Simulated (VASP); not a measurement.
Set up this calculation in VASP 6.6.1, as the native input.

- Task: single point
- Functional: PBE
- Potentials or basis: VASP PAW PBE potentials, release 64 (Cs_sv, I)
- Cutoff: 520 eV
- k mesh: 4 × 4 × 4
- Occupations: gaussian, width 0.1 eV
- Spin: no spin polarisation
- Dipole correction: no
- Further INCAR settings: ALGO = Normal; EDIFF = 1e-06; NBANDS = 32

The structure of CsI2 lies in POSCAR:

```
CsI2
1.0
    6.6549902009      0.0000000000      0.0000000000
    0.0000000000      6.6549902009      0.0000000000
    0.0000000000      0.0000000000      6.6549902009
Cs I
2 4
Direct
    0.0000000000      0.0000000000      0.0000000000
    0.5000000000      0.5000000000      0.5000000000
    0.2500000000      0.2500000000      0.2500000000
    0.2500000000      0.7500000000      0.7500000000
    0.7500000000      0.7500000000      0.2500000000
    0.7500000000      0.2500000000      0.7500000000
```

The input as run:

INCAR

```
SYSTEM = CsI2
ALGO = Normal
EDIFF = 1E-6
ENCUT = 520
GGA = PE
ISIF = 2
ISMEAR = 0
LASPH = .TRUE.
LCHARG = .FALSE.
LREAL = .FALSE.
LWAVE = .FALSE.
NBANDS = 32
NELM = 100
PREC = Accurate
SIGMA = 0.1
```

KPOINTS

```
k-points
0
G
  4 4 4
  0 0 0
```

Potentials or basis: VASP PAW PBE potentials, release 64 (Cs_sv, I).

Run with:

```bash
$ cat potpaw_PBE.64/Cs_sv/POTCAR potpaw_PBE.64/I/POTCAR > POTCAR
$ mpirun -np 1 vasp_std > vasp.out
```

It gave:

The pressure is 12.0 GPa and the band gap on the k mesh is zero (bands 23 and 24 overlap by 0.49 eV).

Caveat: the cell stands under pressure; spin-orbit coupling is left out, which moves the levels of the heavy elements.

Wall time 2.5 min on 1 thread of Oxide Virtual Turin-like Processor, on a shared host, peak memory 0.32 GiB.
